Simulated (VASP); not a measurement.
Crystal: HfMo.

```xyz
2
Lattice="3.3405 0.0000 0.0000 0.0000 3.3405 0.0000 0.0000 0.0000 3.3405" Properties=species:S:1:pos:R:3 pbc="T T T"
Hf    0.0000    0.0000    0.0000
Mo    1.6703    1.6703    1.6703
```

| Quantity | Value |
| --- | --- |
| Program | VASP 6.6.1 |
| Task | relaxation of cell and atoms |
| Functional | PBE |
| Potentials or basis | VASP PAW PBE potentials, release 64 (Hf_pv, Mo_sv) |
| Cutoff | 600 eV |
| k mesh | 16 × 16 × 16 |
| Occupations | gaussian, width 0.1 eV |
| Spin | no spin polarisation |

At the start: pressure -2.6 GPa; volume 18.64 Å³/atom.

Problem. Where does the relaxation end?

Solution. Over 3 steps the energy falls by 2.6 meV/atom and the volume is 18.33 Å³/atom (-1.7 %); space group Pm-3m (No. 221, to 0.1 Å) before and after.

Step by step:
```
step  energy change (eV)  largest force (eV/Å)  pressure (GPa)  volume (Å³)
   1              0.0000                0.0000           -2.64        37.28
   2              0.0095                0.0000            4.80        35.65
   3             -0.0052                0.0000           -0.02        36.66
```

Final structure:
```yaml
crystal:
  lattice:
    - [3.32200, 0.00000, 0.00000]
    - [0.00000, 3.32200, 0.00000]
    - [0.00000, 0.00000, 3.32200]
  atoms:
    - { symbol: Hf, position: [0.00000, 0.00000, 0.00000] }
    - { symbol: Mo, position: [0.50000, 0.50000, 0.50000] }
```
